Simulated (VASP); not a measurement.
A run of VASP 6.6.1 is set up as follows.

The input INCAR:

```
PREC     = Accurate       # precision mode
ENCUT    = 520            # plane-wave cutoff, eV
EDIFF    = 1E-6           # SCF threshold, eV
ISMEAR   = -1             # smearing method
SIGMA    = 0.1            # smearing width, eV
LREAL    = F              # projectors in reciprocal space
LASPH    = T              # aspherical terms in the spheres
NELM     = 80             # most SCF steps
ALGO     = Normal         # electronic algorithm
ISIF     = 2              # what is computed and relaxed
LWAVE    = F              # write WAVECAR
LCHARG   = T              # write CHGCAR
GGA      = PE             # functional
LELF     = T              # ELF
LVHAR    = T            
NBANDS   = 17             # bands
```

The input KPOINTS:

```
Automatic mesh
0
Gamma
  12 12 12
```

The input POSCAR:

```
Sr
1.0
   -3.2788785704      3.2788785704      1.7716690578
    3.2788785704     -3.2788785704      1.7716690578
    3.2788785704      3.2788785704     -1.7716690578
Sr
2
Direct
   -0.3750000000     -0.1250000000     -0.2500000000
    0.3750000000      0.1250000000      0.2500000000
```

Potentials or basis: VASP PAW PBE potentials, release 64 (Sr_sv).

The run is started by

```console
$ cat potpaw_PBE.64/Sr_sv/POTCAR > POTCAR
$ mpirun -np 1 vasp_std > vasp.out
```

(1) Predict the band gap on the k mesh.

(2) Predict the pressure.

Results:

(1) zero (bands 10 and 11 overlap by 0.36 eV).

(2) 6.0 GPa.

Caveat: the cell stands under pressure.
